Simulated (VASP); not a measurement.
Runs of VASP 6.6.1 on LiF. The structure is that of space group F-43m (No. 216), or close to it. The cells are those of the table. 

| level | cell | k mesh | smearing | grid for exact exchange (PRECFOCK) | screening parameter | gap on the mesh (eV) |
| --- | --- | --- | --- | --- | --- | --- |
| HSE06 | a = 3.022, b = 3.022, c = 3.078 Å, angles 59.4, 59.4, 61.2°, 2 atoms | 8 × 8 × 8 | gaussian 0.01 eV | Normal | 0.2079 1/Å | (a) |
| PBE | a = 3.025, b = 3.025, c = 3.017 Å, angles 60.1, 60.1, 59.8°, 2 atoms | 10 × 10 × 10 | fermi-dirac 0.02 eV | - | - | 7.97 |
| r2SCAN | a = 3.033, b = 3.008, c = 3.008 Å, angles 60.5, 59.7, 59.7°, 2 atoms | 10 × 10 × 10 | gaussian 0.01 eV | - | - | 8.83 |
| PBE | a = 3.033, b = 3.008, c = 3.008 Å, angles 60.5, 59.7, 59.7°, 2 atoms | 10 × 10 × 10 | fermi-dirac 0.02 eV | - | - | 7.99 |

Alike in all rows: task single point; potentials or basis VASP PAW PBE potentials, release 64 (Li_sv, F); no spin polarisation; cutoff (eV) 520.

Q: Fill in the values left out.

A: (a) 10.00.

A k mesh can miss the band edges.
